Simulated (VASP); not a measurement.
# MoS2 (R3m) in VASP: further runs

Aim: see how the results for MoS2 move with the level of theory and the settings. Levels: PBE+D3(BJ), PBEsol+D3(BJ). Tasks: single point.

Everything below comes from runs of VASP 6.6.1. Logs are shortened: lines on timing, memory, paths and dates and some standing lists are left out, and cuts for length are marked.

## Step 1: The cell of the first run

The structure is trigonal, space group R3m (No. 160). The conventional cell has a = 3.396 Å, b = 3.396 Å, c = 15.503 Å, α = 90.00°, β = 90.00°, γ = 120.00°. Within 3.1 Å of Mo (site symmetry 3m) lie 6 S at 2.38 Å. Within 3.1 Å of S (site symmetry 3m) lie 3 Mo at 2.38 Å and 1 S at 2.69 Å. S (site symmetry 3m) has 3 Mo at 2.38 Å and 1 S at 2.69 Å within 3.1 Å.

## Step 2: Single point, PBE+D3(BJ)

File INCAR:

```
PREC = Accurate
ENCUT = 520
EDIFF = 1E-7
ISMEAR = 0
SIGMA = 0.05
LREAL = False
LASPH = True
NELM = 80
ALGO = Normal
ISIF = 2
LWAVE = False
LCHARG = False
GGA = PE
IVDW = 12
NBANDS = 20
```

File KPOINTS:

```
Automatic mesh
0
Gamma
  12 12 12
```

File POSCAR:

```
MoS2
1.0
    1.6982055451      0.9804594286      5.1676571923
   -1.6982055451      0.9804594286      5.1676571923
    0.0000000000     -1.9609188573      5.1676571923
Mo S
1 2
Direct
    0.0000172715      0.0000172715      0.0000172715
    0.7535591261      0.7535591261      0.7535591261
    0.5797236023      0.5797236023      0.5797236023
```

Potentials or basis: VASP PAW PBE potentials, release 64 (Mo_sv, S).

Started as:

```
> cat potpaw_PBE.64/Mo_sv/POTCAR potpaw_PBE.64/S/POTCAR > POTCAR
> mpirun -np 1 vasp_std > vasp.out
```

OUTCAR:

```text
PREC = Accurate
   ENCUT = 520
   EDIFF = 1E-7
   ISMEAR = 0
   LREAL = False
   LASPH = True
   NELM = 80
   ISIF = 2
   GGA = PE
   IVDW = 12
 IVDW          = 12

 ion  position               nearest neighbor table
   1  0.000  0.000  0.000-   2 2.38   2 2.38   2 2.38   3 2.38   3 2.38   3 2.38
   2  0.754  0.754  0.754-   1 2.38   1 2.38   1 2.38   3 2.69
   3  0.580  0.580  0.580-   1 2.38   1 2.38   1 2.38   2 2.69

  LATTYP: Found a trigonal (rhomboedric) cell.
 ALAT       =     5.5271949144
 COS(alpha) =     0.8112004544

  Lattice vectors:

 A1 = (   1.6982055451,   0.9804594286,   5.1676571923)
 A2 = (  -1.6982055451,   0.9804594286,   5.1676571923)
 A3 = (   0.0000000000,  -1.9609188573,   5.1676571923)

Analysis of symmetry for initial positions (statically):
=====================================================================
 Subroutine PRICEL returns:
 Original cell was already a primitive cell.

 Routine SETGRP: Setting up the symmetry group for a
 trigonal (rhombohedral) supercell.

 Subroutine GETGRP returns: Found  6 space group operations
 (whereof  6 operations were pure point group operations)
 out of a pool of 12 trial point group operations.

The static configuration has the point symmetry C_3v.

Analysis of symmetry for dynamics (positions and initial velocities):
=====================================================================
 Subroutine PRICEL returns:
 Original cell was already a primitive cell.

 Routine SETGRP: Setting up the symmetry group for a
 trigonal (rhombohedral) supercell.

 Subroutine GETGRP returns: Found  6 space group operations
 (whereof  6 operations were pure point group operations)
 out of a pool of 12 trial point group operations.

The dynamic configuration has the point symmetry C_3v.

 Subroutine INISYM returns: Found  6 space group operations
 (whereof  6 operations are pure point group operations),
 and found     1 'primitive' translations

----------------------------------------------------------------------------------------

                                     Primitive cell

  volume of cell :      51.6256

  direct lattice vectors                    reciprocal lattice vectors
     1.698205545  0.980459429  5.167657192     0.294428434  0.169988336  0.064503763
    -1.698205545  0.980459429  5.167657192    -0.294428434  0.169988336  0.064503763
     0.000000000 -1.960918857  5.167657192     0.000000000 -0.339976672  0.064503763

  length of vectors
     5.527194914  5.527194914  5.527194914     0.346041721  0.346041721  0.346041721

[... 83 lines left out ...]
   LREAL  =      F    real-space projection
   EDIFFG = 0.1E-05   stopping-criterion for IOM
   NSW    =      0    number of steps for IOM
   IBRION =     -1    ionic relax: 0-MD 1-quasi-New 2-CG
   NFREE  =      0    steps in history (QN), initial steepest desc. (CG)
   ISIF   =      2    stress and relaxation
   ISYM   =      2    0-nonsym 1-usesym 2-fastsym
   POTIM  = 0.5000    time-step for ionic-motion
   TEBEG  =    0.0;   TEEND  =   0.0 temperature during run
   PSTRESS=    0.0 pullay stress
   NELECT =      26.0000    total number of electrons
   NUPDOWN=      -1.0000    fix difference up-down
   EMIN   =  10.00;   EMAX   =-10.00  energy-range for DOS
   EFERMI =   0.00;   METHOD = LEGACY
   ISMEAR =     0;   SIGMA  =   0.05  broadening in eV -4-tet -1-fermi 0-gaus
   EFERMI_NEDOS =   21; number of points for ismear=-14 and -15
   IALGO  =     38    algorithm
   IMIX   =      4    mixing-type and parameters
     AMIX     =   0.40;   BMIX     =  1.00
     AMIX_MAG =   1.60;   BMIX_MAG =  1.00
  volume/ion in A,a.u.               =      17.21       116.13
  Fermi-wavevector in a.u.,A,eV,Ry     =   1.302500  2.461368 23.082362  1.696506
  Thomas-Fermi vector in A             =   2.433564
   LORBIT       =      0    0 simple, 1 ext, 2 COOP (PROOUT), +10 PAW based schemes
   GGA     = PE    functional components
   LHFCALC =     F    Hartree Fock is set to
   AEXX    =    0.0000 exact exchange contribution
   IVDW    =    12    specifies the selected vdW correction
   LEPSILON=     F    determine dielectric tensor
   LRPA    =     F    only Hartree local field effects (RPA)
 non-spin polarized calculation
 Gauss-broadening in eV      SIGMA  =   0.05
  energy-cutoff  :      520.00
  volume of cell :       51.63
 maximum number of plane-waves:      1411
 NGX is ok and might be reduce to    42

 number of electron      26.0000001 magnetization

 Free energy of the ion-electron system (eV)
  ---------------------------------------------------
  ext. energy  EPLUGINS =         0.00000000
  ---------------------------------------------------
  free energy    TOTEN  =       -20.90700048 eV

  energy without entropy =      -20.90456317  energy(sigma->0) =      -20.90578182

 E-fermi :   8.2169     XC(G=0): -11.0785

 val. band max:        8.2094169660   @ k =  -0.2500   0.5000   0.0833
 cond. band min:       8.2208360662   @ k =  -0.1667   0.4167   0.1667
 fundamental gap:      0.0114191002
 Fermi energy:         8.2168735719

 k-point     1 :       0.0000    0.0000    0.0000
  band No.  band energies     occupation
      1     -53.4397      2.00000
      2     -27.5555      2.00000
      3     -27.5555      2.00000
      4     -27.4635      2.00000
      5      -7.2580      2.00000
      6      -4.2277      2.00000
[... 541 lines left out ...]
     19      15.8372      0.00000
     20      17.1764      0.00000

 [... further k-points ...]

------------------------ aborting loop because EDIFF is reached ----------------------------------------

 Edisp (eV)   -1.32488

 E8    (eV) :    -0.5354

  FORCE on cell =-STRESS in cart. coord.  units (eV):
  Direction    XX          YY          ZZ          XY          YZ          ZX
  --------------------------------------------------------------------------------------
  -------------------------------------------------------------------------------------
  Total      -2.75270    -2.75270     7.79058    -0.00000    -0.00000     0.00000
  in kB     -85.42892   -85.42892   241.77736    -0.00000    -0.00000     0.00000
  external pressure =       23.64 kB  Pullay stress =        0.00 kB

 VOLUME and BASIS-vectors are now :
 -----------------------------------------------------------------------------
  energy-cutoff  :      520.00
  volume of cell :       51.63
      direct lattice vectors                 reciprocal lattice vectors
     1.698205545  0.980459429  5.167657192     0.294428434  0.169988336  0.064503763
    -1.698205545  0.980459429  5.167657192    -0.294428434  0.169988336  0.064503763
     0.000000000 -1.960918857  5.167657192     0.000000000 -0.339976672  0.064503763

 POSITION                                       TOTAL-FORCE (eV/Angst)
 -----------------------------------------------------------------------------------
      0.00000     -0.00000      0.00027         0.000000     -0.000000      0.124998
      0.00000     -0.00000     11.68241         0.000000     -0.000000      2.199098
      0.00000     -0.00000      8.98744         0.000000      0.000000     -2.324096
 -----------------------------------------------------------------------------------
    total drift:                                0.000000     -0.000000      0.000079

  FREE ENERGIE OF THE ION-ELECTRON SYSTEM (eV)
  ---------------------------------------------------
  free  energy   TOTEN  =       -22.2318797537 eV

  energy  without entropy=      -22.2294424412  energy(sigma->0) =      -22.23066110
```

stdout:

```text
POSCAR found type information on POSCAR MoS
 POSCAR found :  2 types and       3 ions
 scaLAPACK will be used
 LDA part: xc-table for (Slater+PW92), standard interpolation
 POSCAR, INCAR and KPOINTS ok, starting setup
 FFT: planning ... GRIDC
 FFT: planning ... GRID_SOFT
 FFT: planning ... GRID
 WAVECAR not read
 entering main loop
```

It took 3.5 min on 1 thread of Intel Xeon 6975P-C (Granite Rapids), shared host; peak memory 0.39 GiB.

Results:

* Free energy: -22.2319 eV
* Pressure: 2.4 GPa
* Largest force: 2.324 eV/Å
* Band gap on the k mesh: zero (band 13 reaches 9.12 eV, above the bottom of band 14 at 7.91 eV)
* Dispersion energy per atom: -0.442 eV

Forces in eV/Å, atoms in the order of the input:
```
Mo   0.000  0.000  0.125
S    0.000  0.000  2.199
S    0.000  0.000 -2.324
```

Levels at points of the mesh, in eV from the Fermi level:
| k point | band 11 | band 12 | band 13 | band 14 | band 15 | band 16 |
| --- | --- | --- | --- | --- | --- | --- |
| (0.00, 0.00, 0.00) | -3.24 | 0.11 | 0.88 | 1.40 | 1.40 | 2.62 |
| (0.50, 0.00, 0.00) | -2.70 | -1.44 | -1.01 | 0.84 | 0.94 | 3.19 |
| (0.50, 0.50, 0.00) | -3.20 | -2.09 | -1.33 | 0.61 | 0.97 | 2.89 |
| (0.50, 0.50, 0.50) | -3.09 | -2.64 | 0.83 | 1.71 | 1.71 | 2.14 |

Caveat: pairwise dispersion overbinds metals, which lowers pressure and volume; forces of over 1 eV/Å act on the atoms, so gaps and moduli don't describe the material at rest.

## Step 3: Single point, PBEsol+D3(BJ)

This run uses another cell than the first one, of the same volume but with other edges.

File INCAR:

```
SYSTEM = MoS2
PREC     = Accurate       ! precision mode
ENCUT    = 520            ! plane-wave cutoff, eV
EDIFF    = 1E-6           ! SCF threshold, eV
ISMEAR   = 0              ! smearing method
SIGMA    = 0.05           ! smearing width, eV
LREAL    = .FALSE.        ! projectors in reciprocal space
LASPH    = .TRUE.         ! aspherical terms in the spheres
NELM     = 60             ! most SCF steps
ALGO     = Normal         ! electronic algorithm
ISIF     = 2              ! what is computed and relaxed
LWAVE    = .FALSE.        ! write WAVECAR
LCHARG   = .FALSE.        ! write CHGCAR
GGA      = PS             ! functional
IVDW     = 12             ! dispersion correction
NBANDS   = 20             ! bands
```

File KPOINTS:

```
regular mesh
0
G
  12 12 12
  0 0 0
```

File POSCAR:

```
MoS2
1.0
    1.6642322810      0.9608449554      5.3807934573
   -1.6642322810      0.9608449554      5.3807934573
    0.0000000000     -1.9216899109      5.3807934573
Mo S
1 2
Direct
    0.0000172715      0.0000172715      0.0000172715
    0.7535591261      0.7535591261      0.7535591261
    0.5797236023      0.5797236023      0.5797236023
```

Potentials or basis: VASP PAW PBE potentials, release 64 (Mo_sv, S).

Started as:

```
> cat potpaw_PBE.64/Mo_sv/POTCAR potpaw_PBE.64/S/POTCAR > POTCAR
> mpirun -np 1 vasp_std > vasp.out
```

Wall time 2.8 min (1 thread of Intel Xeon 6975P-C (Granite Rapids), shared host); peak memory 0.38 GiB.

Results (log left out):

```
Free energy                : -24.0944 eV
Pressure                   : -2.7 GPa
Largest force              : 1.578 eV/Å
Band gap on the k mesh     : zero (band 13 reaches 8.85 eV, above the bottom of band 14 at 8.05 eV)
Dispersion energy per atom : -0.382 eV
```

Forces on the atoms (eV/Å):
```
Mo   0.000  0.000  0.013
S    0.000  0.000  1.565
S    0.000  0.000 -1.578
```

Stress tensor (GPa, compression positive):
```
-11.18   0.00   0.00
  0.00 -11.18   0.00
  0.00   0.00  14.20
```

Levels at points of the mesh, in eV from the Fermi level:
```
           k point  band 9  band 10  band 11  band 12  band 13  band 14  band 15  band 16  band 17  band 18
(0.00, 0.00, 0.00)   -4.58    -3.32    -3.32    -0.55     0.13     1.27     1.27     2.29     2.29     4.13
(0.50, 0.00, 0.00)   -5.00    -4.83    -2.64    -1.87    -1.56     0.73     1.02     2.97     3.18     5.38
(0.50, 0.50, 0.00)   -4.80    -4.58    -3.09    -2.66    -1.64     0.55     1.06     2.60     3.92     5.96
(0.50, 0.50, 0.50)   -4.64    -3.31    -3.20    -3.20     0.50     1.53     1.53     1.89     1.89     4.13
```

Caveat: the PAW data sets were made with another functional, which shifts forces and pressure a little; pairwise dispersion overbinds metals, which lowers pressure and volume.

## Step 4: Single point, PBE+D3(BJ)

This run uses another cell than the first one, of the same volume but with other edges.

File INCAR:

```
SYSTEM = MoS2
PREC = Accurate
ENCUT = 520
EDIFF = 1E-6
ISMEAR = 0
SIGMA = 0.05
LREAL = .False.
LASPH = .True.
NELM = 60
ALGO = Normal
ISIF = 2
LWAVE = .False.
LCHARG = .True.
GGA = PE
IVDW = 12
LELF = .True.
LVHAR = .True.
NBANDS = 20
```

File KPOINTS:

```
Automatic mesh
0
Gamma
  12 12 12
  0 0 0
```

File POSCAR:

```
MoS2
1.0
    1.4835191893      0.8565102033      6.7715465574
   -1.4835191893      0.8565102033      6.7715465574
    0.0000000000     -1.7130204066      6.7715465574
Mo S
1 2
Direct
    0.0000172715      0.0000172715      0.0000172715
    0.7535591261      0.7535591261      0.7535591261
    0.5797236023      0.5797236023      0.5797236023
```

Started as:

```
> cat potpaw_PBE.64/Mo_sv/POTCAR potpaw_PBE.64/S/POTCAR > POTCAR
> mpirun -np 1 vasp_std > vasp.out
```

Wall time 6.9 min (1 thread of Intel Xeon 6975P-C (Granite Rapids), shared host); peak memory 0.47 GiB.

The run converged. Its results:

| Item | Value |
| --- | --- |
| Free energy | -22.3995 eV |
| Pressure | -1.2 GPa |
| Largest force | 2.098 eV/Å |
| Band gap on the k mesh | 0.79 eV, indirect (least direct gap 1.33 eV) |
| Dispersion energy per atom | -0.441 eV |

Forces in eV/Å, atoms in the order of the input:
```
Mo   0.000  0.000 -0.008
S    0.000  0.000 -2.090
S    0.000  0.000  2.098
```

Stress tensor (GPa, compression positive):
```
 10.72   0.00   0.00
  0.00  10.72   0.00
  0.00   0.00 -25.02
```

Levels at points of the mesh, in eV from the valence-band top:
| k point | band 11 | band 12 | band 13 | band 14 | band 15 | band 16 |
| --- | --- | --- | --- | --- | --- | --- |
| (0.00, 0.00, 0.00) | -1.55 | -0.28 | -0.28 | 3.15 | 3.15 | 3.26 |
| (0.50, 0.00, 0.00) | -2.33 | -1.06 | -0.01 | 2.60 | 3.26 | 3.84 |
| (0.50, 0.50, 0.00) | -2.28 | -0.81 | -0.15 | 2.82 | 3.25 | 3.44 |
| (0.50, 0.50, 0.50) | -0.76 | -0.26 | -0.26 | 3.07 | 3.07 | 3.32 |

Caveat: forces of over 1 eV/Å act on the atoms, so gaps and moduli don't describe the material at rest. A k mesh can miss the band edges.

## Step 5: Single point, PBE+D3(BJ)

This run uses another cell than the first one, of the same volume but with other edges.

File INCAR:

```
ALGO = Normal ; EDIFF = 1E-7
ENCUT = 520 ; GGA = PE
ISIF = 2 ; ISMEAR = 0
IVDW = 12 ; LASPH = T
LCHARG = T ; LELF = T
LREAL = F ; LVHAR = T
LWAVE = F ; NBANDS = 20
NELM = 100 ; PREC = Accurate
SIGMA = 0.05
```

File KPOINTS:

```
k-points
0
Gamma
  12 12 12
```

File POSCAR:

```
MoS2
1.0
    1.5271769314      0.8817160124      6.3899210874
   -1.5271769314      0.8817160124      6.3899210874
    0.0000000000     -1.7634320249      6.3899210874
Mo S
1 2
Direct
    0.0000172715      0.0000172715      0.0000172715
    0.7535591261      0.7535591261      0.7535591261
    0.5797236023      0.5797236023      0.5797236023
```

Started as:

```
> cat potpaw_PBE.64/Mo_sv/POTCAR potpaw_PBE.64/S/POTCAR > POTCAR
> mpirun -np 1 vasp_std > vasp.out
```

It took 5.5 min on 1 thread of Intel Xeon 6975P-C (Granite Rapids), shared host; peak memory 0.44 GiB.

It converged, with:

* Free energy: -22.9020 eV
* Pressure: -1.0 GPa
* Largest force: 1.146 eV/Å
* Band gap on the k mesh: 1.13 eV, indirect (least direct gap 1.88 eV)
* Dispersion energy per atom: -0.440 eV

Forces on the atoms (eV/Å):
```
Mo   0.000  0.000 -0.005
S    0.000  0.000 -1.141
S    0.000  0.000  1.146
```

Stress tensor (GPa, compression positive):
```
  5.05   0.00   0.00
  0.00   5.05   0.00
  0.00   0.00 -13.12
```

Levels at points of the mesh, in eV from the valence-band top:
| k point | band 11 | band 12 | band 13 | band 14 | band 15 | band 16 |
| --- | --- | --- | --- | --- | --- | --- |
| (0.00, 0.00, 0.00) | -1.19 | -0.95 | -0.95 | 2.95 | 2.95 | 3.06 |
| (0.50, 0.00, 0.00) | -2.19 | -0.96 | -0.44 | 2.72 | 2.77 | 3.95 |
| (0.50, 0.50, 0.00) | -2.73 | -0.72 | -0.64 | 2.74 | 2.93 | 3.59 |
| (0.50, 0.50, 0.50) | -0.93 | -0.93 | -0.02 | 2.94 | 2.94 | 3.05 |

Caveat: forces of over 1 eV/Å act on the atoms, so gaps and moduli don't describe the material at rest.

[end of part 1 of 2]
